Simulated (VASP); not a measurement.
# SrTiO3 in VASP: notebook

Runs on SrTiO3. Level: r2SCAN+U. Tasks: single point.

Program: VASP 6.6.1. These are calculated values, not measurements. Logs are shortened: lines on timing, memory, paths and dates and some standing lists are left out, and cuts for length are marked.

## 1. The cell of the first run

The typed cell holds 5 atoms: a = 3.918 Å, b = 3.918 Å, c = 3.918 Å, α = 90.00°, β = 89.14°, γ = 90.00°.

## 2. Single point, r2SCAN+U (shear of c along a, cell held: +1.5 %)

Contents of POSCAR:

```
SrTiO3
1.0
    3.9177112476      0.0000000000      0.0000000000
    0.0000000000      3.9177112476      0.0000000000
    0.0587656687      0.0000000000      3.9177112476
Sr Ti O
1 1 3
Direct
    0.0000000000      0.0000000000      0.0000000000
    0.5000000000      0.5000000000      0.5000000000
    0.5000000000      0.0000000000      0.5000000000
    0.5000000000      0.5000000000      0.0000000000
    0.0000000000      0.5000000000      0.5000000000
```

Contents of INCAR.step1:

```
SYSTEM = SrTiO3
PREC = Accurate
ENCUT = 520
ISMEAR = 0
SIGMA = 0.02
LREAL = .FALSE.
LASPH = .TRUE.
NELM = 150
LMAXMIX = 4
LDAU = .TRUE.
LDAUTYPE = 2
LDAUL = -1 2 -1
LDAUU = 0 4 0
LDAUJ = 0 0 0
NBANDS = 28
GGA = PE
ALGO = Normal
EDIFF = 1E-4
LWAVE = .TRUE.
LCHARG = .FALSE.
```

Contents of INCAR.step2:

```
SYSTEM = SrTiO3
PREC = Accurate
ENCUT = 520
EDIFF = 1E-6
ISMEAR = 0
SIGMA = 0.02
LREAL = .FALSE.
LASPH = .TRUE.
NELM = 150
ALGO = Normal
ISIF = 2
LWAVE = .FALSE.
LCHARG = .FALSE.
LMAXMIX = 4
LDAU = .TRUE.
LDAUTYPE = 2
LDAUL = -1 2 -1
LDAUU = 0 4 0
LDAUJ = 0 0 0
LDAUPRINT = 1
METAGGA = R2SCAN
LMIXTAU = .TRUE.
NBANDS = 28
ISTART = 1
```

Contents of KPOINTS:

```
Automatic mesh
0
G
  6 6 6
  0 0 0
```

Potentials or basis: VASP PAW PBE potentials, release 64 (Sr_sv, Ti_sv, O).

Started as:

```sh
> cat potpaw_PBE.64/Sr_sv/POTCAR potpaw_PBE.64/Ti_sv/POTCAR potpaw_PBE.64/O/POTCAR > POTCAR
> cp INCAR.step1 INCAR
> mpirun -np 1 vasp_std > vasp.out
> cp INCAR.step2 INCAR
> mpirun -np 1 vasp_std > vasp.out
```

OUTCAR:

```text
SYSTEM = SrTiO3
   PREC = Accurate
   ENCUT = 520
   EDIFF = 1E-6
   ISMEAR = 0
   LREAL = .FALSE.
   LASPH = .TRUE.
   NELM = 150
   ISIF = 2
   METAGGA = R2SCAN
   ISTART = 1

 ion  position               nearest neighbor table
   1  0.000  0.000  0.000-   3 2.75   3 2.75   4 2.77   4 2.77   4 2.77   4 2.77   5 2.77   5 2.77
                             5 2.77   5 2.77   3 2.79   3 2.79   2 3.38   2 3.38   2 3.38   2 3.38
   2  0.500  0.500  0.500-   3 1.96   5 1.96   3 1.96   5 1.96   4 1.96   4 1.96   1 3.38   1 3.38
                             1 3.38   1 3.38   1 3.41   1 3.41   1 3.41   1 3.41
   3  0.500  0.000  0.500-   2 1.96   2 1.96   1 2.75   1 2.75   1 2.79   1 2.79
   4  0.500  0.500  0.000-   2 1.96   2 1.96   1 2.77   1 2.77   1 2.77   1 2.77
   5  0.000  0.500  0.500-   2 1.96   2 1.96   1 2.77   1 2.77   1 2.77   1 2.77

  LATTYP: Found a simple monoclinic cell.
 ALAT       =     3.9177112476
 B/A-ratio  =     1.0000000000
 C/A-ratio  =     1.0001124937
 COS(beta)  =    -0.0149983128

  Lattice vectors:

 A1 = (   3.9177112476,   0.0000000000,   0.0000000000)
 A2 = (   0.0000000000,  -3.9177112476,   0.0000000000)
 A3 = (  -0.0587656687,   0.0000000000,  -3.9177112476)

Analysis of symmetry for initial positions (statically):
=====================================================================
 Subroutine PRICEL returns:
 Original cell was already a primitive cell.

 Routine SETGRP: Setting up the symmetry group for a
 simple monoclinic supercell.

 Subroutine GETGRP returns: Found  4 space group operations
 (whereof  4 operations were pure point group operations)
 out of a pool of  4 trial point group operations.

The static configuration has the point symmetry C_2h.

Analysis of symmetry for dynamics (positions and initial velocities):
=====================================================================
 Subroutine PRICEL returns:
 Original cell was already a primitive cell.

 Routine SETGRP: Setting up the symmetry group for a
 simple monoclinic supercell.

 Subroutine GETGRP returns: Found  4 space group operations
 (whereof  4 operations were pure point group operations)
 out of a pool of  4 trial point group operations.

The dynamic configuration has the point symmetry C_2h.

 Subroutine INISYM returns: Found  4 space group operations
 (whereof  4 operations are pure point group operations),
 and found     1 'primitive' translations

----------------------------------------------------------------------------------------

                                     Primitive cell

  volume of cell :      60.1308

  direct lattice vectors                    reciprocal lattice vectors
     3.917711248  0.000000000  0.000000000     0.255251073  0.000000000 -0.003828766
     0.000000000  3.917711248  0.000000000     0.000000000  0.255251073  0.000000000
     0.058765669  0.000000000  3.917711248     0.000000000  0.000000000  0.255251073

  length of vectors
     3.917711248  3.917711248  3.918151965     0.255279787  0.255251073  0.255251073

  position of ions in fractional coordinates (direct lattice)
     0.000000000  0.000000000  0.000000000
     0.500000000  0.500000000  0.500000000
     0.500000000  0.000000000  0.500000000
     0.500000000  0.500000000  0.000000000
     0.000000000  0.500000000  0.500000000

  ion indices of the primitive-cell ions
   primitive index   ion index
                 1           1
                 2           2
                 3           3
                 4           4
                 5           5

----------------------------------------------------------------------------------------

 KPOINTS: Automatic mesh

Automatic generation of k-mesh.
 Grid dimensions read from file:
 generate k-points for:    6    6    6

 Generating k-lattice:

  Cartesian coordinates                     Fractional coordinates (reciprocal lattice)
     0.042541846  0.000000000 -0.000638128     0.166666667  0.000000000  0.000000000
     0.000000000  0.042541846  0.000000000     0.000000000  0.166666667  0.000000000
     0.000000000  0.000000000  0.042541846     0.000000000  0.000000000  0.166666667

  Length of vectors
     0.042546631  0.042541846  0.042541846

  Shift w.r.t. Gamma in fractional coordinates (k-lattice)
     0.000000000  0.000000000  0.000000000

 Subroutine IBZKPT returns following result:
 ===========================================

 Found     80 irreducible k-points:

 Following reciprocal coordinates:
            Coordinates               Weight
  0.000000  0.000000  0.000000      1.000000
  0.166667  0.000000  0.000000      2.000000
  0.333333  0.000000  0.000000      2.000000
  0.500000  0.000000  0.000000      1.000000
  0.000000  0.166667  0.000000      2.000000
  0.166667  0.166667  0.000000      4.000000
[... 16 lines left out ...]
  0.000000  0.166667  0.166667      4.000000
  0.166667  0.166667  0.166667      4.000000
 [... further k-points ...]
   k-points           NKPTS =     80   k-points in BZ     NKDIM =     80   number of bands    NBANDS=     28
   number of dos      NEDOS =    301   number of ions     NIONS =      5
   total plane-waves  NPLWV =  27000
   dimension x,y,z NGX =    30 NGY =   30 NGZ =   30
   dimension x,y,z NGXF=    60 NGYF=   60 NGZF=   60
   ions per type =               1   1   3
   NGX,Y,Z   is equivalent  to a cutoff of  12.73, 12.73, 12.73 a.u.
   NGXF,Y,Z  is equivalent  to a cutoff of  25.46, 25.46, 25.46 a.u.
 SYSTEM =  SrTiO3
   PREC   = accura    normal or accurate (medium, high low for compatibility)
   ISTART =      1    job   : 0-new  1-cont  2-samecut
   ICHARG =      0    charge: 1-file 2-atom 10-const
   ISPIN  =      1    spin polarized calculation?
   LNONCOLLINEAR =      F non collinear calculations
   LSORBIT =      F    spin-orbit coupling
   LASPH  =      T    aspherical Exc in radial PAW
   ENCUT  =  520.0 eV  38.22 Ry    6.18 a.u.   7.28  7.28  7.29*2*pi/ulx,y,z
   NELM   =    150;   NELMIN=  2; NELMDL=  0     # of ELM steps
   EDIFF  = 0.1E-05   stopping-criterion for ELM
   LREAL  =      F    real-space projection
   EDIFFG = 0.1E-04   stopping-criterion for IOM
   NSW    =      0    number of steps for IOM
   IBRION =     -1    ionic relax: 0-MD 1-quasi-New 2-CG
   NFREE  =      0    steps in history (QN), initial steepest desc. (CG)
   ISIF   =      2    stress and relaxation
   ISYM   =      2    0-nonsym 1-usesym 2-fastsym
   POTIM  = 0.5000    time-step for ionic-motion
   TEBEG  =    0.0;   TEEND  =   0.0 temperature during run
   PSTRESS=    0.0 pullay stress
   NELECT =      40.0000    total number of electrons
   NUPDOWN=      -1.0000    fix difference up-down
   EMIN   =  10.00;   EMAX   =-10.00  energy-range for DOS
   EFERMI =   0.00;   METHOD = LEGACY
   ISMEAR =     0;   SIGMA  =   0.02  broadening in eV -4-tet -1-fermi 0-gaus
   EFERMI_NEDOS =   21; number of points for ismear=-14 and -15
   IALGO  =     38    algorithm
   IMIX   =      4    mixing-type and parameters
     AMIX     =   0.40;   BMIX     =  1.00
     AMIX_MAG =   1.60;   BMIX_MAG =  1.00
  volume/ion in A,a.u.               =      12.03        81.16
  Fermi-wavevector in a.u.,A,eV,Ry     =   1.429099  2.700606 27.787516  2.042325
  Thomas-Fermi vector in A             =   2.549090
   LORBIT       =      0    0 simple, 1 ext, 2 COOP (PROOUT), +10 PAW based schemes
 LDA+U is selected, type is set to LDAUTYPE =  2
   angular momentum for each species LDAUL =    -1    2   -1
   U (eV)           for each species LDAUU =   0.0  4.0  0.0
   J (eV)           for each species LDAUJ =   0.0  0.0  0.0
   METAGGA = R2SCAN    functional components
   LHFCALC =     F    Hartree Fock is set to
   AEXX    =    0.0000 exact exchange contribution
   IVDW    =     0    specifies the selected vdW correction
   LEPSILON=     F    determine dielectric tensor
   LRPA    =     F    only Hartree local field effects (RPA)
 non-spin polarized calculation
 Gauss-broadening in eV      SIGMA  =   0.02
  energy-cutoff  :      520.00
  volume of cell :       60.13
 maximum number of plane-waves:      1638
 NGX is ok and might be reduce to    30
   NGX = 15   NGY = 15   NGZ = 15

atom =   2  type =  2  l = 2

 onsite density matrix

spin component  1

  0.0947 -0.0001  0.0000  0.0000  0.0000
 -0.0001  0.0947  0.0000  0.0000  0.0000
  0.0000  0.0000  0.2489  0.0026 -0.0000
  0.0000  0.0000  0.0026  0.0947 -0.0001
  0.0000  0.0000 -0.0000 -0.0001  0.2490

spin component  2

  0.0947 -0.0001  0.0000  0.0000  0.0000
 -0.0001  0.0947  0.0000  0.0000  0.0000
  0.0000  0.0000  0.2489  0.0026 -0.0000
  0.0000  0.0000  0.0026  0.0947 -0.0001
  0.0000  0.0000 -0.0000 -0.0001  0.2490

 occupancies and eigenvectors

  o =  0.0945  v = -0.6763 -0.7367  0.0000  0.0000  0.0000  0.0000  0.0000  0.0000  0.0000  0.0000      0.0000  0.0000  0.0000  0.0000  0.0000  0.0000  0.0000  0.0000  0.0000  0.0000
  o =  0.0945  v =  0.0000  0.0000  0.0000  0.0000  0.0000 -0.6763 -0.7367  0.0000  0.0000  0.0000      0.0000  0.0000  0.0000  0.0000  0.0000  0.0000  0.0000  0.0000  0.0000  0.0000
  o =  0.0947  v =  0.0000  0.0000 -0.0169  0.9999  0.0007  0.0000  0.0000  0.0000  0.0000  0.0000      0.0000  0.0000  0.0000  0.0000  0.0000  0.0000  0.0000  0.0000  0.0000  0.0000
  o =  0.0947  v =  0.0000  0.0000  0.0000  0.0000  0.0000  0.0000  0.0000 -0.0169  0.9999  0.0007      0.0000  0.0000  0.0000  0.0000  0.0000  0.0000  0.0000  0.0000  0.0000  0.0000
  o =  0.0948  v =  0.0000  0.0000  0.0000  0.0000  0.0000 -0.7367  0.6763  0.0000  0.0000  0.0000      0.0000  0.0000  0.0000  0.0000  0.0000  0.0000  0.0000  0.0000  0.0000  0.0000
  o =  0.0948  v = -0.7367  0.6763  0.0000  0.0000  0.0000  0.0000  0.0000  0.0000  0.0000  0.0000      0.0000  0.0000  0.0000  0.0000  0.0000  0.0000  0.0000  0.0000  0.0000  0.0000
  o =  0.2489  v =  0.0000  0.0000  0.9902  0.0167  0.1388  0.0000  0.0000  0.0000  0.0000  0.0000      0.0000  0.0000  0.0000  0.0000  0.0000  0.0000  0.0000  0.0000  0.0000  0.0000
  o =  0.2489  v =  0.0000  0.0000  0.0000  0.0000  0.0000  0.0000  0.0000  0.9902  0.0167  0.1388      0.0000  0.0000  0.0000  0.0000  0.0000  0.0000  0.0000  0.0000  0.0000  0.0000
  o =  0.2490  v =  0.0000  0.0000  0.0000  0.0000  0.0000  0.0000  0.0000 -0.1388 -0.0030  0.9903      0.0000  0.0000  0.0000  0.0000  0.0000  0.0000  0.0000  0.0000  0.0000  0.0000
  o =  0.2490  v =  0.0000  0.0000 -0.1388 -0.0030  0.9903  0.0000  0.0000  0.0000  0.0000  0.0000      0.0000  0.0000  0.0000  0.0000  0.0000  0.0000  0.0000  0.0000  0.0000  0.0000

 number of electron      39.9999999 magnetization

 Free energy of the ion-electron system (eV)
  ---------------------------------------------------
  ext. energy  EPLUGINS =         0.00000000
  ---------------------------------------------------
  free energy    TOTEN  =       -60.69572966 eV

  energy without entropy =      -60.69572966  energy(sigma->0) =      -60.69572966

 E-fermi :   4.0671     XC(G=0): -11.8846

 val. band max:        3.9103736785   @ k =   0.5000   0.5000   0.5000
 cond. band min:       6.7084656984   @ k =   0.0000   0.0000   0.0000
 fundamental gap:      2.7980920199
 Fermi energy:         4.0671168557

 k-point     1 :       0.0000    0.0000    0.0000
  band No.  band energies     occupation
      1     -55.8214      2.00000
      2     -30.9675      2.00000
      3     -30.9608      2.00000
      4     -30.9537      2.00000
      5     -29.9983      2.00000
      6     -14.5434      2.00000
[... 20 lines left out ...]
     27       9.8432      0.00000
     28      10.8355      0.00000

 k-point     2 :       0.1667    0.0000    0.0000
  band No.  band energies     occupation
      1     -55.8210      2.00000
      2     -30.9822      2.00000
      3     -30.9602      2.00000
      4     -30.9578      2.00000
      5     -29.9898      2.00000
      6     -14.5409      2.00000
[... 674 lines left out ...]
 k-point    24 :       0.1667    0.1667    0.1667
  band No.  band energies     occupation
      1     -55.8203      2.00000
      2     -30.9827      2.00000
      3     -30.9786      2.00000
      4     -30.9716      2.00000
      5     -29.9777      2.00000
      6     -14.4289      2.00000
[... 20 lines left out ...]
     27      11.0623      0.00000
     28      12.0209      0.00000

 [... further k-points ...]

------------------------ aborting loop because EDIFF is reached ----------------------------------------

  FORCE on cell =-STRESS in cart. coord.  units (eV):
  Direction    XX          YY          ZZ          XY          YZ          ZX
  --------------------------------------------------------------------------------------
  -------------------------------------------------------------------------------------
  Total        1.1851445      1.1896447      1.1942246      0.0000000      0.0000000     -0.6843152
  in kB       31.5779988     31.6979079     31.8199372      0.0000000      0.0000000    -18.2334768
  external PRESSURE =      31.6986147 kB  Pullay stress =       0.0000000 kB

 VOLUME and BASIS-vectors are now :
 -----------------------------------------------------------------------------
  energy-cutoff  :      520.00
  volume of cell :       60.13
      direct lattice vectors                 reciprocal lattice vectors
     3.917711248  0.000000000  0.000000000     0.255251073  0.000000000 -0.003828766
     0.000000000  3.917711248  0.000000000     0.000000000  0.255251073  0.000000000
     0.058765669  0.000000000  3.917711248     0.000000000  0.000000000  0.255251073

 POSITION                                       TOTAL-FORCE (eV/Angst)
 -----------------------------------------------------------------------------------
      0.00000      0.00000      0.00000        -0.000000      0.000000      0.000000
      1.98824      1.95886      1.95886         0.000000      0.000000      0.000000
      1.98824      0.00000      1.95886        -0.000000      0.000000      0.000000
      1.95886      1.95886      0.00000         0.000000      0.000000      0.000000
      0.02938      1.95886      1.95886         0.000000      0.000000      0.000000
 -----------------------------------------------------------------------------------
    total drift:                                0.000000      0.000000     -0.000000

  FREE ENERGIE OF THE ION-ELECTRON SYSTEM (eV)
  ---------------------------------------------------
  free  energy   TOTEN  =       -60.6957296561 eV

  energy  without entropy=      -60.6957296561  energy(sigma->0) =      -60.69572966
```

It took 8.4 min on 1 thread of Oxide Virtual Turin-like, shared host; peak memory 0.23 GiB.

What came out:

```
Free energy            : -60.6957 eV
Pressure               : 3.2 GPa
Band gap on the k mesh : 2.80 eV, indirect (least direct gap 3.21 eV)
```

Eigenvalues of the final occupation matrices:
| site | spin | trace | eigenvalues |
| --- | --- | --- | --- |
| site 2 d | 1 | 0.78 | 0.09 0.09 0.09 0.25 0.25 |
| site 2 d | 2 | 0.78 | 0.09 0.09 0.09 0.25 0.25 |

Caveat: the cell differs from its parent crystal (shear of c along a, cell held: +1.5 %); the PAW data sets were made with another functional, which shifts forces and pressure a little. A k mesh can miss the band edges.

(Continued in part 2 of 2.)
